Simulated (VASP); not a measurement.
Write the native input for VASP 6.6.1 that does the following.

```yaml
Task: single point
Functional: B3LYP
Potentials_or_basis: VASP PAW PBE potentials, release 64 (Na_pv)
Cutoff: 520 eV
k_mesh: 7 × 7 × 7
Occupations: gaussian, width 0.05 eV
Spin: no spin polarisation
Dipole_correction: no
Grid_for_exact_exchange_PRECFOCK: Normal
Further_INCAR_settings: ALGO = Normal; EDIFF = 1e-06; NBANDS = 10
Share_of_exact_exchange: 0.2
```

Crystal: Na.

```
CELL_PARAMETERS angstrom
-1.98753 1.98753 1.98753
1.98753 -1.98753 1.98753
1.98753 1.98753 -1.98753
ATOMIC_POSITIONS crystal
Na 0.00000 0.00000 0.00000
```

The input as run:

POSCAR

```
Na
1.0
   -1.9875283386      1.9875283386      1.9875283386
    1.9875283386     -1.9875283386      1.9875283386
    1.9875283386      1.9875283386     -1.9875283386
Na
1
Direct
    0.0000000000      0.0000000000      0.0000000000
```

INCAR.step1

```
SYSTEM = Na
ALGO = Normal
EDIFF = 1E-5
ENCUT = 520
GGA = PE
ISIF = 2
ISMEAR = 0
LASPH = .TRUE.
LCHARG = .FALSE.
LREAL = .FALSE.
LWAVE = .TRUE.
NBANDS = 10
NELM = 100
PREC = Accurate
SIGMA = 0.05
```

INCAR.step2

```
SYSTEM = Na
AEXX = 0.2
AGGAC = 0.81
AGGAX = 0.72
ALDAC = 0.19
ALGO = Normal
EDIFF = 1E-6
ENCUT = 520
GGA = B3
ISIF = 2
ISMEAR = 0
ISTART = 1
LASPH = .TRUE.
LCHARG = .FALSE.
LHFCALC = .TRUE.
LREAL = .FALSE.
LWAVE = .FALSE.
NBANDS = 10
NELM = 100
PREC = Accurate
PRECFOCK = Normal
SIGMA = 0.05
```

KPOINTS

```
k-points
0
G
  7 7 7
  0 0 0
```

Potentials or basis: VASP PAW PBE potentials, release 64 (Na_pv).

Command:

```sh
$ cat potpaw_PBE.64/Na_pv/POTCAR > POTCAR
$ cp INCAR.step1 INCAR
$ mpirun -np 1 vasp_std > vasp.out
$ cp INCAR.step2 INCAR
$ mpirun -np 1 vasp_std > vasp.out
```

Results of the run:

```
Pressure               : 1.7 GPa
Band gap on the k mesh : zero (an odd number of electrons rules out a gap without spin polarisation)
```

Caveat: the PAW data sets were made with another functional, which shifts forces and pressure a little.

Run time: 14 min on 1 thread of AMD EPYC 7R13, with other jobs on the host, peak memory 0.14 GiB.
